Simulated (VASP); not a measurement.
# C7O in VASP: single point with PBE+D3(BJ)

Aim: the single point of C7O with PBE+D3(BJ).

Everything below comes from runs of VASP 6.6.1. Logs are shortened: lines on timing, memory, paths and dates and some standing lists are left out, and cuts for length are marked.

## (1) The cell of the first run

The cell holds a slab with vacuum, 8 atoms: a = 2.466 Å, b = 2.465 Å, c = 26.934 Å, α = 90.00°, β = 90.00°, γ = 120.01°.

## (2) Single point, PBE+D3(BJ)

The input, INCAR:

```
PREC = Accurate
ENCUT = 520
EDIFF = 1E-6
ISMEAR = 0
SIGMA = 0.05
LREAL = F
LASPH = T
NELM = 60
ALGO = Normal
ISIF = 2
LWAVE = F
LCHARG = T
LDIPOL = T
IDIPOL = 3
DIPOL = 0.5 0.5 0.509
GGA = PE
IVDW = 12
LELF = T
LVHAR = T
LVACPOTAV = T
NBANDS = 27
```

The input, KPOINTS:

```
regular mesh
0
Gamma
  12 12 1
```

The input, POSCAR:

```
C7O
1.0
    2.4656258796      0.0000000000      0.0000000000
   -1.2328129398      2.1341717713      0.0000000000
    0.0000000000      0.0000000000     26.9342703304
C O
7 1
Direct
    0.6666996624      0.3333993247      0.3155830804
    0.3333003376      0.6666006753      0.3155830804
    0.2598784888      0.5197569776      0.4411350523
    0.9265203526      0.8530407051      0.4411325570
    0.5744716697      0.1489433393      0.5670294376
    0.2412033664      0.4824067328      0.5670227429
    0.3731021358      0.7462042715      0.6930257835
    0.3730155337      0.7460310674      0.7351386841
```

Potentials or basis: VASP PAW PBE potentials, release 64 (C, O).

Command:

```sh
$ cat potpaw_PBE.64/C/POTCAR potpaw_PBE.64/O/POTCAR > POTCAR
$ mpirun -np 1 vasp_std > vasp.out
```

OUTCAR:

```text
PREC = Accurate
   ENCUT = 520
   EDIFF = 1E-6
   ISMEAR = 0
   LREAL = F
   LASPH = T
   NELM = 60
   ISIF = 2
   GGA = PE
   IVDW = 12
 IVDW          = 12

 ion  position               nearest neighbor table
   1  0.667  0.333  0.316-   2 1.42   2 1.42   2 1.42
   2  0.333  0.667  0.316-   1 1.42   1 1.42   1 1.42
   3  0.260  0.520  0.441-   4 1.42   4 1.42   4 1.42
   4  0.927  0.853  0.441-   3 1.42   3 1.42   3 1.42
   5  0.574  0.149  0.567-   6 1.42   6 1.42   6 1.42
   6  0.241  0.482  0.567-   5 1.42   5 1.42   5 1.42
   7  0.373  0.746  0.693-   8 1.13
   8  0.373  0.746  0.735-   7 1.13

  Warning from LATTYP: Monoclinic adjustment (A1->A3, A2->A1, A3->A2)!
  LATTYP: Found a base centered orthorhombic cell.
 ALAT       =     2.4656258796
 B/A-ratio  =     1.7311399827
 C/A-ratio  =    10.9239080240

  Lattice vectors:

 A1 = (   1.2328129398,  -2.1341717713,   0.0000000000)
 A2 = (   1.2328129398,   2.1341717713,   0.0000000000)
 A3 = (   0.0000000000,   0.0000000000,  26.9342703304)

Analysis of symmetry for initial positions (statically):
=====================================================================
 Subroutine PRICEL returns:
 Original cell was already a primitive cell.

 Routine SETGRP: Setting up the symmetry group for a
 base centered orthorhombic supercell.

 Subroutine GETGRP returns: Found  2 space group operations
 (whereof  2 operations were pure point group operations)
 out of a pool of  8 trial point group operations.

The static configuration has the point symmetry C_1h.

Analysis of symmetry for dynamics (positions and initial velocities):
=====================================================================
 Subroutine PRICEL returns:
 Original cell was already a primitive cell.

 Routine SETGRP: Setting up the symmetry group for a
 base centered orthorhombic supercell.

 Subroutine GETGRP returns: Found  2 space group operations
 (whereof  2 operations were pure point group operations)
 out of a pool of  8 trial point group operations.

The dynamic configuration has the point symmetry C_1h.

 Subroutine INISYM returns: Found  2 space group operations
 (whereof  2 operations are pure point group operations),
 and found     1 'primitive' translations

----------------------------------------------------------------------------------------

                                     Primitive cell

  volume of cell :     141.7300

  direct lattice vectors                    reciprocal lattice vectors
     2.465625880  0.000000000  0.000000000     0.405576535  0.234282923  0.000000000
    -1.232812940  2.134171771  0.000000000     0.000000000  0.468565845  0.000000000
     0.000000000  0.000000000 26.934270330     0.000000000  0.000000000  0.037127421

  length of vectors
     2.465625880  2.464653504 26.934270330     0.468381056  0.468565845  0.037127421

  position of ions in fractional coordinates (direct lattice)
     0.666699662  0.333399325  0.315583080
     0.333300338  0.666600675  0.315583080
     0.259878489  0.519756978  0.441135052
     0.926520353  0.853040705  0.441132557
     0.574471670  0.148943339  0.567029438
     0.241203366  0.482406733  0.567022743
     0.373102136  0.746204271  0.693025783
     0.373015534  0.746031067  0.735138684

  ion indices of the primitive-cell ions
   primitive index   ion index
                 1           1
                 2           2
                 3           3
                 4           4
                 5           5
                 6           6
                 7           7
                 8           8

----------------------------------------------------------------------------------------

 KPOINTS: regular mesh

Automatic generation of k-mesh.
 Grid dimensions read from file:
 generate k-points for:   12   12    1

 Generating k-lattice:

  Cartesian coordinates                     Fractional coordinates (reciprocal lattice)
     0.033798045  0.019523577  0.000000000     0.083333333  0.000000000  0.000000000
     0.000000000  0.039047154  0.000000000     0.000000000  0.083333333  0.000000000
     0.000000000  0.000000000  0.037127421     0.000000000  0.000000000  1.000000000

  Length of vectors
     0.039031755  0.039047154  0.037127421

  Shift w.r.t. Gamma in fractional coordinates (k-lattice)
     0.000000000  0.000000000  0.000000000

 Subroutine IBZKPT returns following result:
 ===========================================

 Found     43 irreducible k-points:

 Following reciprocal coordinates:
            Coordinates               Weight
  0.000000  0.000000  0.000000      1.000000
  0.083333  0.000000  0.000000      4.000000
  0.166667 -0.000000  0.000000      4.000000
  0.250000 -0.000000  0.000000      4.000000
  0.333333  0.000000  0.000000      4.000000
  0.416667  0.000000  0.000000      4.000000
[... 16 lines left out ...]
  0.333333  0.166667  0.000000      4.000000
  0.416667  0.166667  0.000000      4.000000
 [... further k-points ...]
   k-points           NKPTS =     43   k-points in BZ     NKDIM =     43   number of bands    NBANDS=     27
   number of dos      NEDOS =    301   number of ions     NIONS =      8
   total plane-waves  NPLWV =  64800
   dimension x,y,z NGX =    18 NGY =   18 NGZ =  200
   dimension x,y,z NGXF=    36 NGYF=   36 NGZF=  400
   ions per type =               7   1
   NGX,Y,Z   is equivalent  to a cutoff of  12.14, 12.14, 12.34 a.u.
   NGXF,Y,Z  is equivalent  to a cutoff of  24.27, 24.28, 24.69 a.u.
 SYSTEM =  unknown system
   PREC   = accura    normal or accurate (medium, high low for compatibility)
   ISTART =      0    job   : 0-new  1-cont  2-samecut
   ICHARG =      2    charge: 1-file 2-atom 10-const
   ISPIN  =      1    spin polarized calculation?
   LNONCOLLINEAR =      F non collinear calculations
   LSORBIT =      F    spin-orbit coupling
   LASPH  =      T    aspherical Exc in radial PAW
   ENCUT  =  520.0 eV  38.22 Ry    6.18 a.u.   4.58  4.58 50.08*2*pi/ulx,y,z
   NELM   =     60;   NELMIN=  2; NELMDL= -5     # of ELM steps
   EDIFF  = 0.1E-05   stopping-criterion for ELM
   LREAL  =      F    real-space projection
   EDIFFG = 0.1E-04   stopping-criterion for IOM
   NSW    =      0    number of steps for IOM
   IBRION =     -1    ionic relax: 0-MD 1-quasi-New 2-CG
   NFREE  =      0    steps in history (QN), initial steepest desc. (CG)
   ISIF   =      2    stress and relaxation
   ISYM   =      2    0-nonsym 1-usesym 2-fastsym
   POTIM  = 0.5000    time-step for ionic-motion
   TEBEG  =    0.0;   TEEND  =   0.0 temperature during run
   PSTRESS=    0.0 pullay stress
   NELECT =      34.0000    total number of electrons
   NUPDOWN=      -1.0000    fix difference up-down
   EMIN   =  10.00;   EMAX   =-10.00  energy-range for DOS
   EFERMI =   0.00;   METHOD = LEGACY
   ISMEAR =     0;   SIGMA  =   0.05  broadening in eV -4-tet -1-fermi 0-gaus
   EFERMI_NEDOS =   21; number of points for ismear=-14 and -15
   IALGO  =     38    algorithm
   IMIX   =      4    mixing-type and parameters
     AMIX     =   0.40;   BMIX     =  1.00
     AMIX_MAG =   1.60;   BMIX_MAG =  1.00
  volume/ion in A,a.u.               =      17.72       119.56
  Fermi-wavevector in a.u.,A,eV,Ry     =   1.017218  1.922263 14.078380  1.034732
  Thomas-Fermi vector in A             =   2.150606
   LORBIT       =      0    0 simple, 1 ext, 2 COOP (PROOUT), +10 PAW based schemes
   GGA     = PE    functional components
   LHFCALC =     F    Hartree Fock is set to
   AEXX    =    0.0000 exact exchange contribution
   IVDW    =    12    specifies the selected vdW correction
   LEPSILON=     F    determine dielectric tensor
   LRPA    =     F    only Hartree local field effects (RPA)
 non-spin polarized calculation
 Gauss-broadening in eV      SIGMA  =   0.05
  energy-cutoff  :      520.00
  volume of cell :      141.73
 maximum number of plane-waves:      3862
   NGX =  9   NGY =  9   NGZ =101

 dipolmoment           0.000000      0.000000     -0.019669 electrons x Angstroem

 number of electron      33.9999993 magnetization

 dipolmoment           0.000000      0.000000      0.047885 electrons x Angstroem

 Free energy of the ion-electron system (eV)
  ---------------------------------------------------
  ext. energy  EPLUGINS =         0.00000000
  ---------------------------------------------------
  free energy    TOTEN  =       -68.74690855 eV

  energy without entropy =      -68.74629049  energy(sigma->0) =      -68.74659952

 E-fermi :  -0.4095     XC(G=0):  -5.6555

 val. band max:       -0.4493437898   @ k =   0.5000  -0.0000   0.0000
 cond. band min:      -0.4071387711   @ k =   0.0000   0.5000   0.0000
 fundamental gap:      0.0422050187
 Fermi energy:        -0.4094717814

 k-point     1 :       0.0000    0.0000    0.0000
  band No.  band energies     occupation
      1     -25.5662      2.00000
      2     -19.9604      2.00000
      3     -19.8140      2.00000
      4     -19.5561      2.00000
      5     -10.8425      2.00000
      6      -8.5439      2.00000
[... 19 lines left out ...]
     26       7.9349      0.00000
     27       7.9911      0.00000

 k-point     2 :       0.0833    0.0000    0.0000
  band No.  band energies     occupation
      1     -25.4813      2.00000
      2     -19.7955      2.00000
      3     -19.6502      2.00000
      4     -19.3923      2.00000
      5     -10.7173      2.00000
      6      -8.3454      2.00000
[... 19 lines left out ...]
     26       7.9899      0.00000
     27       8.0753      0.00000

 k-point     3 :       0.1667   -0.0000    0.0000
  band No.  band energies     occupation
      1     -25.2408      2.00000
      2     -19.3025      2.00000
      3     -19.1605      2.00000
      4     -18.9029      2.00000
      5     -10.3586      2.00000
      6      -7.7597      2.00000
[... 19 lines left out ...]
     26       7.9404      0.00000
     27       8.0674      0.00000

 k-point     4 :       0.2500   -0.0000    0.0000
  band No.  band energies     occupation
      1     -24.8907      2.00000
      2     -18.4875      2.00000
      3     -18.3509      2.00000
      4     -18.0934      2.00000
      5      -9.8237      2.00000
      6      -7.9563      2.00000
[... 19 lines left out ...]
     26       7.3063      0.00000
     27       7.6541      0.00000

 k-point     5 :       0.3333    0.0000    0.0000
  band No.  band energies     occupation
      1     -24.5105      2.00000
      2     -17.3628      2.00000
      3     -17.2335      2.00000
      4     -16.9761      2.00000
      5     -10.0327      2.00000
      6      -9.9408      2.00000
[... 19 lines left out ...]
     26       7.6205      0.00000
     27       8.0038      0.00000

 k-point     6 :       0.4167    0.0000    0.0000
  band No.  band energies     occupation
      1     -24.2090      2.00000
      2     -15.9595      2.00000
      3     -15.8404      2.00000
      4     -15.5827      2.00000
      5     -12.1386      2.00000
      6     -12.0387      2.00000
[... 444 lines left out ...]
      1     -24.7063      2.00000
      2     -18.0026      2.00000
      3     -17.8688      2.00000
      4     -17.6117      2.00000
      5      -9.5379      2.00000
      6      -8.1889      2.00000
[... 19 lines left out ...]
     26       7.9663      0.00000
     27       8.7019      0.00000

 k-point    22 :       0.2500    0.1667    0.0000
  band No.  band energies     occupation
      1     -24.3682      2.00000
      2     -16.8886      2.00000
      3     -16.7620      2.00000
      4     -16.5050      2.00000
      5      -9.8894      2.00000
      6      -9.8079      2.00000
[... 19 lines left out ...]
     26       9.4780      0.00000
     27       9.7533      0.00000

 k-point    23 :       0.3333    0.1667    0.0000
  band No.  band energies     occupation
      1     -24.1041      2.00000
      2     -15.5051      2.00000
      3     -15.3886      2.00000
      4     -15.1312      2.00000
      5     -11.8087      2.00000
      6     -11.7149      2.00000
[... 19 lines left out ...]
     26       9.9307      0.00000
     27      10.2171      0.00000

 k-point    24 :       0.4167    0.1667    0.0000
  band No.  band energies     occupation
      1     -24.0035      2.00000
      2     -14.2497      2.00000
      3     -14.1781      2.00000
      4     -13.9092      2.00000
      5     -13.2259      2.00000
      6     -13.1531      2.00000
[... 19 lines left out ...]
     26      11.1213      0.00000
     27      11.2920      0.00000

 [... further k-points ...]

------------------------ aborting loop because EDIFF is reached ----------------------------------------

 Edisp (eV)   -1.06500

 E8    (eV) :    -0.3057

  FORCE on cell =-STRESS in cart. coord.  units (eV):
  Direction    XX          YY          ZZ          XY          YZ          ZX
  --------------------------------------------------------------------------------------
  -------------------------------------------------------------------------------------
  Total       4.99542     5.16467     0.97958     0.00000     0.01975     0.00000
  in kB      56.47043    58.38369    11.07358     0.00000     0.22321     0.00000
  external pressure =       41.98 kB  Pullay stress =        0.00 kB

 VOLUME and BASIS-vectors are now :
 -----------------------------------------------------------------------------
  energy-cutoff  :      520.00
  volume of cell :      141.73
      direct lattice vectors                 reciprocal lattice vectors
     2.465625880  0.000000000  0.000000000     0.405576535  0.234282923  0.000000000
    -1.232812940  2.134171771  0.000000000     0.000000000  0.468565845  0.000000000
     0.000000000  0.000000000 26.934270330     0.000000000  0.000000000  0.037127421

 POSITION                                       TOTAL-FORCE (eV/Angst)
 -----------------------------------------------------------------------------------
      1.23281      0.71153      8.50000        -0.000000      0.008866     -0.007232
     -0.00000      1.42264      8.50000         0.000000     -0.010512      0.008481
      0.00000      1.10925     11.88165        -0.000000      0.004718      0.000174
      1.23281      1.82054     11.88158        -0.000000     -0.005785     -0.001317
      1.23281      0.31787     15.27252         0.000000      0.024789      0.001770
      0.00000      1.02954     15.27234         0.000000     -0.024009     -0.001851
      0.00000      1.59253     18.66614        -0.000000      0.002261     -0.944760
      0.00000      1.59216     19.80042        -0.000000     -0.000328      0.944735
 -----------------------------------------------------------------------------------
    total drift:                                0.000001      0.000134      0.000594

  FREE ENERGIE OF THE ION-ELECTRON SYSTEM (eV)
  ---------------------------------------------------
  free  energy   TOTEN  =       -69.8119092714 eV

  energy  without entropy=      -69.8112912141  energy(sigma->0) =      -69.81160024

 vacuum level on the upper side and lower side of the slab         5.524         3.879
```

Run time: 2 min. Hardware: 1 thread of AMD EPYC 9R45 (Zen 5), shared host; peak memory 0.28 GiB.

What came out:

- Free energy: -69.8119 eV
- Largest force: 0.945 eV/Å
- Band gap on the k mesh: zero (bands 17 and 18 overlap by 0.12 eV)
- Dispersion energy per atom: -0.133 eV

Forces in eV/Å, atoms in the order of the input:
```
C    0.000  0.009 -0.007
C    0.000 -0.011  0.008
C    0.000  0.005  0.000
C    0.000 -0.006 -0.001
C    0.000  0.025  0.002
C    0.000 -0.024 -0.002
C    0.000  0.002 -0.945
O    0.000  0.000  0.945
```

Levels at points of the mesh, in eV from the Fermi level:
```csv
k point,band 13,band 14,band 15,band 16,band 17,band 18,band 19,band 20,band 21,band 22
"(0.00, 0.00, 0.00)",-3.01,-2.94,-2.94,-2.69,-2.68,3.60,4.90,5.38,5.71,6.70
"(0.50, 0.00, 0.00)",-4.95,-3.00,-2.47,-2.28,-1.84,-0.04,1.67,1.79,2.22,5.63
"(0.00, 0.50, 0.00)",-4.96,-2.93,-2.62,-2.10,-1.93,0.00,1.46,1.98,2.22,5.63
```

The gap in the log of VASP goes by the Fermi energy; the results here count the filled bands.